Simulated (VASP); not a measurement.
# WC (Qusongite) (P-6m2) in VASP: further runs, part 3 of 3

VASP 6.6.1. The steps go on from the part before.

## (6) Single point, LDA

File INCAR:

```
SYSTEM = WC
ALGO = Normal
EDIFF = 1E-6
ENCUT = 910
GGA_COMPAT = .False.
ISIF = 2
ISMEAR = -1
LASPH = .True.
LCHARG = .False.
LREAL = .False.
LWAVE = .False.
NBANDS = 16
NELM = 120
PREC = Accurate
SIGMA = 0.15
```

File KPOINTS:

```
k-points
0
Gamma
  11 11 10
  0 0 0
```

File POSCAR:

```
WC
1.0
    2.9065000000      0.0000000000      0.0000000000
   -1.4532500000      2.5171028361      0.0000000000
    0.0000000000      0.0000000000      2.8366000000
W C
1 1
Direct
    0.0000000000      0.0000000000      0.0000000000
    0.6666666667      0.3333333333      0.5000000000
```

Potentials or basis: VASP PAW LDA potentials, release 64 (W_sv, C_h).

Run with:

```bash
$ cat potpaw_LDA.64/W_sv/POTCAR potpaw_LDA.64/C_h/POTCAR > POTCAR
$ mpirun -np 1 vasp_std > vasp.out
```

OUTCAR:

```text
SYSTEM = WC
   EDIFF = 1E-6
   ENCUT = 910
   ISIF = 2
   ISMEAR = -1
   LASPH = .True.
   LREAL = .False.
   NELM = 120
   PREC = Accurate

 ion  position               nearest neighbor table
   1  0.000  0.000  0.000-   2 2.20   2 2.20   2 2.20   2 2.20   2 2.20   2 2.20
   2  0.667  0.333  0.500-   1 2.20   1 2.20   1 2.20   1 2.20   1 2.20   1 2.20

  LATTYP: Found a hexagonal cell.
 ALAT       =     2.9065000000
 C/A-ratio  =     0.9759504559

  Lattice vectors:

 A1 = (   2.9065000000,   0.0000000000,   0.0000000000)
 A2 = (  -1.4532500000,   2.5171028361,   0.0000000000)
 A3 = (   0.0000000000,   0.0000000000,   2.8366000000)

Analysis of symmetry for initial positions (statically):
=====================================================================
 Subroutine PRICEL returns:
 Original cell was already a primitive cell.

 Routine SETGRP: Setting up the symmetry group for a
 hexagonal supercell.

 Subroutine GETGRP returns: Found 12 space group operations
 (whereof 12 operations were pure point group operations)
 out of a pool of 24 trial point group operations.

The static configuration has the point symmetry D_3h.

Analysis of symmetry for dynamics (positions and initial velocities):
=====================================================================
 Subroutine PRICEL returns:
 Original cell was already a primitive cell.

 Routine SETGRP: Setting up the symmetry group for a
 hexagonal supercell.

 Subroutine GETGRP returns: Found 12 space group operations
 (whereof 12 operations were pure point group operations)
 out of a pool of 24 trial point group operations.

The dynamic configuration has the point symmetry D_3h.

 Subroutine INISYM returns: Found 12 space group operations
 (whereof 12 operations are pure point group operations),
 and found     1 'primitive' translations

----------------------------------------------------------------------------------------

                                     Primitive cell

  volume of cell :      20.7525

  direct lattice vectors                    reciprocal lattice vectors
     2.906500000  0.000000000  0.000000000     0.344056425  0.198641070  0.000000000
    -1.453250000  2.517102836  0.000000000     0.000000000  0.397282139  0.000000000
     0.000000000  0.000000000  2.836600000     0.000000000  0.000000000  0.352534725

  length of vectors
     2.906500000  2.906500000  2.836600000     0.397282139  0.397282139  0.352534725

  position of ions in fractional coordinates (direct lattice)
     0.000000000  0.000000000  0.000000000
     0.666666667  0.333333333  0.500000000

  ion indices of the primitive-cell ions
   primitive index   ion index
                 1           1
                 2           2

----------------------------------------------------------------------------------------

 KPOINTS: k-points

Automatic generation of k-mesh.
 Grid dimensions read from file:
 generate k-points for:   11   11   10

 Generating k-lattice:

  Cartesian coordinates                     Fractional coordinates (reciprocal lattice)
     0.031277857  0.018058279  0.000000000     0.090909091  0.000000000  0.000000000
     0.000000000  0.036116558  0.000000000     0.000000000  0.090909091  0.000000000
     0.000000000  0.000000000  0.035253472     0.000000000  0.000000000  0.100000000

  Length of vectors
     0.036116558  0.036116558  0.035253472

  Shift w.r.t. Gamma in fractional coordinates (k-lattice)
     0.000000000  0.000000000  0.000000000

 Subroutine IBZKPT returns following result:
 ===========================================

 Found     96 irreducible k-points:

 Following reciprocal coordinates:
            Coordinates               Weight
  0.000000  0.000000  0.000000      1.000000
  0.090909 -0.000000  0.000000      6.000000
  0.181818 -0.000000  0.000000      6.000000
  0.272727  0.000000  0.000000      6.000000
  0.363636  0.000000  0.000000      6.000000
  0.454545  0.000000  0.000000      6.000000
[... 16 lines left out ...]
  0.090909  0.090909  0.100000     12.000000
  0.181818  0.090909  0.100000     24.000000
 [... further k-points ...]
   k-points           NKPTS =     96   k-points in BZ     NKDIM =     96   number of bands    NBANDS=     16
   number of dos      NEDOS =    301   number of ions     NIONS =      2
   total plane-waves  NPLWV =  25200
   dimension x,y,z NGX =    30 NGY =   30 NGZ =   28
   dimension x,y,z NGXF=    60 NGYF=   60 NGZF=   56
   ions per type =               1   1
   NGX,Y,Z   is equivalent  to a cutoff of  17.16, 17.16, 16.41 a.u.
   NGXF,Y,Z  is equivalent  to a cutoff of  34.32, 34.32, 32.82 a.u.
 SYSTEM =  WC
   PREC   = accura    normal or accurate (medium, high low for compatibility)
   ISTART =      0    job   : 0-new  1-cont  2-samecut
   ICHARG =      2    charge: 1-file 2-atom 10-const
   ISPIN  =      1    spin polarized calculation?
   LNONCOLLINEAR =      F non collinear calculations
   LSORBIT =      F    spin-orbit coupling
   LASPH  =      T    aspherical Exc in radial PAW
   ENCUT  =  910.0 eV  66.88 Ry    8.18 a.u.   7.15  7.15  6.98*2*pi/ulx,y,z
   NELM   =    120;   NELMIN=  2; NELMDL= -5     # of ELM steps
   EDIFF  = 0.1E-05   stopping-criterion for ELM
   LREAL  =      F    real-space projection
   EDIFFG = 0.1E-04   stopping-criterion for IOM
   NSW    =      0    number of steps for IOM
   IBRION =     -1    ionic relax: 0-MD 1-quasi-New 2-CG
   NFREE  =      0    steps in history (QN), initial steepest desc. (CG)
   ISIF   =      2    stress and relaxation
   ISYM   =      2    0-nonsym 1-usesym 2-fastsym
   POTIM  = 0.5000    time-step for ionic-motion
   TEBEG  =    0.0;   TEEND  =   0.0 temperature during run
   PSTRESS=    0.0 pullay stress
   NELECT =      18.0000    total number of electrons
   NUPDOWN=      -1.0000    fix difference up-down
   EMIN   =  10.00;   EMAX   =-10.00  energy-range for DOS
   EFERMI =   0.00;   METHOD = LEGACY
   ISMEAR =    -1;   SIGMA  =   0.15  broadening in eV -4-tet -1-fermi 0-gaus
   EFERMI_NEDOS =   21; number of points for ismear=-14 and -15
   IALGO  =     38    algorithm
   IMIX   =      4    mixing-type and parameters
     AMIX     =   0.40;   BMIX     =  1.00
     AMIX_MAG =   1.60;   BMIX_MAG =  1.00
  volume/ion in A,a.u.               =      10.38        70.02
  Fermi-wavevector in a.u.,A,eV,Ry     =   1.561262  2.950358 33.164744  2.437540
  Thomas-Fermi vector in A             =   2.664353
   LORBIT       =      0    0 simple, 1 ext, 2 COOP (PROOUT), +10 PAW based schemes
   GGA     = CA    functional components
   LHFCALC =     F    Hartree Fock is set to
   AEXX    =    0.0000 exact exchange contribution
   IVDW    =     0    specifies the selected vdW correction
   LEPSILON=     F    determine dielectric tensor
   LRPA    =     F    only Hartree local field effects (RPA)
 non-spin polarized calculation
  energy-cutoff  :      910.00
  volume of cell :       20.75
 maximum number of plane-waves:      1312
 NGX is ok and might be reduce to    30
   NGX = 15   NGY = 15   NGZ = 13

 number of electron      18.0000001 magnetization

 Free energy of the ion-electron system (eV)
  ---------------------------------------------------
  ext. energy  EPLUGINS =         0.00000000
  ---------------------------------------------------
  free energy    TOTEN  =       -24.71116533 eV

  energy without entropy =      -24.68746891  energy(sigma->0) =      -24.69931712

 E-fermi :  11.3580     XC(G=0): -14.0200

 val. band max:       11.3486055830   @ k =   0.2727   0.2727   0.0000
 cond. band min:      11.3947280421   @ k =   0.0000   0.0000   0.1000
 fundamental gap:      0.0461224591
 Fermi energy:        11.3579631118

 k-point     1 :       0.0000    0.0000    0.0000
  band No.  band energies     occupation
      1     -62.2377      2.00000
      2     -26.4843      2.00000
      3     -26.3751      2.00000
      4     -26.3751      2.00000
      5      -2.9813      2.00000
      6       6.9763      2.00000
[... 8 lines left out ...]
     15      25.6924      0.00000
     16      28.0675      0.00000

 k-point     2 :       0.0909   -0.0000    0.0000
  band No.  band energies     occupation
      1     -62.2330      2.00000
      2     -26.4754      2.00000
      3     -26.4446      2.00000
      4     -26.3908      2.00000
      5      -2.7634      2.00000
      6       7.0196      2.00000
[... 8 lines left out ...]
     15      25.2801      0.00000
     16      28.5171      0.00000
[... 387 lines left out ...]
      5      -2.1271      2.00000
      6       6.8299      2.00000
[... 8 lines left out ...]
     15      24.8982      0.00000
     16      28.9110      0.00000

 k-point    24 :       0.1818    0.0909    0.1000
  band No.  band energies     occupation
      1     -62.2054      2.00000
      2     -26.7552      2.00000
      3     -26.5033      2.00000
      4     -26.4755      2.00000
      5      -1.4154      2.00000
      6       6.0691      2.00000
[... 8 lines left out ...]
     15      24.8581      0.00000
     16      29.1511      0.00000

 [... further k-points ...]
[... 5 lines left out ...]
  --------------------------------------------------------------------------------------
  -------------------------------------------------------------------------------------
  Total       -0.8651928     -0.8651928     -1.1640917      0.0000000      0.0000000      0.0000000
  in kB      -66.7965606    -66.7965606    -89.8728220      0.0000000      0.0000000      0.0000000
  external PRESSURE =     -74.4886477 kB  Pullay stress =       0.0000000 kB

 VOLUME and BASIS-vectors are now :
 -----------------------------------------------------------------------------
  energy-cutoff  :      910.00
  volume of cell :       20.75
      direct lattice vectors                 reciprocal lattice vectors
     2.906500000  0.000000000  0.000000000     0.344056425  0.198641070  0.000000000
    -1.453250000  2.517102836  0.000000000     0.000000000  0.397282139  0.000000000
     0.000000000  0.000000000  2.836600000     0.000000000  0.000000000  0.352534725

 POSITION                                       TOTAL-FORCE (eV/Angst)
 -----------------------------------------------------------------------------------
      0.00000      0.00000      0.00000        -0.000000      0.000000      0.000000
      1.45325      0.83903      1.41830         0.000000     -0.000000      0.000000
 -----------------------------------------------------------------------------------
    total drift:                               -0.000000      0.000000      0.000000

  FREE ENERGIE OF THE ION-ELECTRON SYSTEM (eV)
  ---------------------------------------------------
  free  energy   TOTEN  =       -24.7111653278 eV

  energy  without entropy=      -24.6874689114  energy(sigma->0) =      -24.69931712
```

OSZICAR:

```text
N       E                     dE             d eps       ncg     rms          rms(c)
DAV:   1     0.147778783975E+03    0.14778E+03   -0.12863E+04  3072   0.185E+03
DAV:   2    -0.222140972107E+02   -0.16999E+03   -0.16374E+03  3712   0.439E+02
DAV:   3    -0.277411288572E+02   -0.55270E+01   -0.54789E+01  3360   0.687E+01
DAV:   4    -0.277831083753E+02   -0.41980E-01   -0.41972E-01  3984   0.648E+00
DAV:   5    -0.277833700788E+02   -0.26170E-03   -0.26170E-03  3432   0.522E-01    0.326E+01
DAV:   6    -0.248323638998E+02    0.29510E+01   -0.56810E+00  4320   0.255E+01    0.850E+00
DAV:   7    -0.247472888497E+02    0.85075E-01   -0.45913E-01  3304   0.561E+00    0.630E+00
DAV:   8    -0.247123328198E+02    0.34956E-01   -0.81849E-02  3480   0.239E+00    0.995E-01
DAV:   9    -0.247113406718E+02    0.99215E-03   -0.28299E-03  3440   0.456E-01    0.101E-01
DAV:  10    -0.247111640009E+02    0.17667E-03   -0.32812E-04  3872   0.217E-01    0.248E-02
DAV:  11    -0.247111657370E+02   -0.17360E-05   -0.10127E-05  3416   0.315E-02    0.621E-03
DAV:  12    -0.247111653278E+02    0.40913E-06   -0.15460E-06  2792   0.109E-02
   1 F= -.24711165E+02 E0= -.24699317E+02  d E =-.236964E-01
```

stdout:

```text
POSCAR found type information on POSCAR W C
 POSCAR found :  2 types and       2 ions
 scaLAPACK will be used
 LDA part: xc-table for (Slater(with rela. corr.)+CA(PZ))
 , standard interpolation
 POSCAR, INCAR and KPOINTS ok, starting setup
 FFT: planning ... GRIDC
 FFT: planning ... GRID_SOFT
 FFT: planning ... GRID
 WAVECAR not read
 entering main loop
```

It took 46 s on 1 thread of Intel Xeon Platinum 8259CL at 2.50GHz (Skylake/Cascade Lake), shared host; peak memory 0.21 GiB.

What came out:

- Free energy: -24.7112 eV
- Pressure: -7.4 GPa
- Band gap on the k mesh: zero (band 9 reaches 11.94 eV, above the bottom of band 10 at 10.68 eV)

Stress tensor (GPa, compression positive):
```
-6.68  0.00  0.00
 0.00 -6.68  0.00
 0.00  0.00 -8.99
```

Caveat: the cutoff is under 1.25 times the usual one of these potentials, so pressure, stress and relaxed cells hold a basis-set (Pulay) error; spin-orbit coupling is left out, which moves the levels of the heavy elements.

## (7) Single point, PBE

File INCAR:

```
SYSTEM = WC
  PREC = Accurate
  ENCUT = 910
  EDIFF = 1E-6
  ISMEAR = -1
  SIGMA = 0.15
  LREAL = .False.
  LASPH = .True.
  NELM = 120
  ALGO = Normal
  ISIF = 2
  LWAVE = .False.
  LCHARG = .False.
  GGA = PE
  NBANDS = 16
  GGA_COMPAT = .False.
```

File KPOINTS:

```
Automatic mesh
0
Gamma
  11 11 10
  0 0 0
```

POSCAR is that of step 6.

Potentials or basis: VASP PAW PBE potentials, release 64 (W_sv, C_h).

Run with:

```bash
$ cat potpaw_PBE.64/W_sv/POTCAR potpaw_PBE.64/C_h/POTCAR > POTCAR
$ mpirun -np 1 vasp_std > vasp.out
```

OUTCAR:

```text
SYSTEM = WC
   PREC = Accurate
   ENCUT = 910
   EDIFF = 1E-6
   ISMEAR = -1
   LREAL = .False.
   LASPH = .True.
   NELM = 120
   ISIF = 2
   GGA = PE

 ion  position               nearest neighbor table
   1  0.000  0.000  0.000-   2 2.20   2 2.20   2 2.20   2 2.20   2 2.20   2 2.20
   2  0.667  0.333  0.500-   1 2.20   1 2.20   1 2.20   1 2.20   1 2.20   1 2.20

  LATTYP: Found a hexagonal cell.
 ALAT       =     2.9065000000
 C/A-ratio  =     0.9759504559

  Lattice vectors:
[... 192 lines left out ...]
      5      -3.0407      2.00000
      6       7.0996      2.00000
[... 433 lines left out ...]
      3     -26.5895      2.00000
      4     -26.5653      2.00000
      5      -1.4883      2.00000
      6       6.1574      2.00000
[... 8 lines left out ...]
     15      24.9617      0.00000
     16      29.2145      0.00000

 [... further k-points ...]
[... 5 lines left out ...]
  --------------------------------------------------------------------------------------
  -------------------------------------------------------------------------------------
  Total        0.8884132      0.8884132      0.8080914      0.0000000     -0.0000000     -0.0000000
  in kB       68.5892725     68.5892725     62.3880866      0.0000000     -0.0000000     -0.0000000
  external PRESSURE =      66.5222105 kB  Pullay stress =       0.0000000 kB

 VOLUME and BASIS-vectors are now :
 -----------------------------------------------------------------------------
  energy-cutoff  :      910.00
  volume of cell :       20.75
      direct lattice vectors                 reciprocal lattice vectors
     2.906500000  0.000000000  0.000000000     0.344056425  0.198641070  0.000000000
    -1.453250000  2.517102836  0.000000000     0.000000000  0.397282139  0.000000000
     0.000000000  0.000000000  2.836600000     0.000000000  0.000000000  0.352534725

 POSITION                                       TOTAL-FORCE (eV/Angst)
 -----------------------------------------------------------------------------------
      0.00000      0.00000      0.00000        -0.000000      0.000000      0.000000
      1.45325      0.83903      1.41830         0.000000      0.000000      0.000000
 -----------------------------------------------------------------------------------
    total drift:                               -0.000000      0.000000      0.000000

  FREE ENERGIE OF THE ION-ELECTRON SYSTEM (eV)
  ---------------------------------------------------
  free  energy   TOTEN  =       -22.4601508483 eV

  energy  without entropy=      -22.4377222546  energy(sigma->0) =      -22.44893655
```

OSZICAR:

```text
N       E                     dE             d eps       ncg     rms          rms(c)
DAV:   1     0.149883548394E+03    0.14988E+03   -0.12855E+04  3072   0.185E+03
DAV:   2    -0.199806652461E+02   -0.16986E+03   -0.16358E+03  3712   0.439E+02
DAV:   3    -0.254739038571E+02   -0.54932E+01   -0.54469E+01  3360   0.686E+01
DAV:   4    -0.255152617056E+02   -0.41358E-01   -0.41351E-01  3984   0.646E+00
DAV:   5    -0.255155215136E+02   -0.25981E-03   -0.25981E-03  3432   0.521E-01    0.324E+01
DAV:   6    -0.225405240800E+02    0.29750E+01   -0.56539E+00  4304   0.258E+01    0.855E+00
DAV:   7    -0.224869356353E+02    0.53588E-01   -0.43651E-01  3184   0.533E+00    0.618E+00
DAV:   8    -0.224613446219E+02    0.25591E-01   -0.70074E-02  3464   0.245E+00    0.105E+00
DAV:   9    -0.224601864592E+02    0.11582E-02   -0.29500E-03  3424   0.476E-01    0.112E-01
DAV:  10    -0.224601512112E+02    0.35248E-04   -0.35568E-04  3736   0.217E-01    0.377E-02
DAV:  11    -0.224601520068E+02   -0.79562E-06   -0.11911E-05  3608   0.354E-02    0.103E-02
DAV:  12    -0.224601509234E+02    0.10834E-05   -0.29829E-06  3336   0.164E-02    0.906E-04
DAV:  13    -0.224601508483E+02    0.75129E-07   -0.17596E-07  1680   0.396E-03
   1 F= -.22460151E+02 E0= -.22448937E+02  d E =-.224286E-01
```

It took 33 s on 1 thread of AMD EPYC 9R45 (Zen 5), shared host; peak memory 0.19 GiB.

Results:

| Property | Result |
| --- | --- |
| Free energy | -22.4602 eV |
| Pressure | 6.7 GPa |
| Band gap on the k mesh | zero (band 9 reaches 12.05 eV, above the bottom of band 10 at 10.83 eV) |

Stress tensor (GPa, compression positive):
```
6.86 0.00 0.00
0.00 6.86 0.00
0.00 0.00 6.24
```

Levels at points of the mesh, in eV from the Fermi level:
| k point | band 5 | band 6 | band 7 | band 8 | band 9 | band 10 | band 11 | band 12 | band 13 | band 14 |
| --- | --- | --- | --- | --- | --- | --- | --- | --- | --- | --- |
| (0.00, 0.00, 0.00) | -14.51 | -4.37 | -3.39 | -3.39 | 0.03 | 3.18 | 3.18 | 5.56 | 5.56 | 6.32 |
| (0.00, 0.00, 0.50) | -10.48 | -8.71 | -2.07 | -2.07 | -0.64 | -0.64 | 3.61 | 4.47 | 4.47 | 9.91 |

Caveat: the cutoff is under 1.25 times the usual one of these potentials, so pressure, stress and relaxed cells hold a basis-set (Pulay) error; spin-orbit coupling is left out, which moves the levels of the heavy elements.

## (8) The runs side by side

```csv
level,potentials or basis,cutoff (eV),second run,gap on the mesh (eV),pressure (GPa)
RPBE,"VASP PAW PBE potentials, release 64 (W_sv, C)",520,-,none,11.1
PBE,"VASP PAW PBE potentials, release 64 (W_sv, C)",520,-,none,6.8
LDA,"VASP PAW LDA potentials, release 64 (W_sv, C)",520,-,none,-7.3
RPBE,"VASP PAW PBE potentials, release 64 (W_sv, C_h)",910,hard_potentials,none,11.0
LDA,"VASP PAW LDA potentials, release 64 (W_sv, C_h)",910,hard_potentials,none,-7.4
PBE,"VASP PAW PBE potentials, release 64 (W_sv, C_h)",910,hard_potentials,none,6.7
```

Alike in all rows: task single point; no spin polarisation; cell as given; k mesh 11 × 11 × 10; smearing fermi-dirac 0.15 eV.

Caveats: spin-orbit coupling is left out, which moves the levels of the heavy elements; the cutoff is under 1.25 times the usual one of these potentials, so pressure, stress and relaxed cells hold a basis-set (Pulay) error (some runs); the PAW data sets were made with another functional, which shifts forces and pressure a little (some runs).

Absolute energies hang on the potentials; compare differences alone.
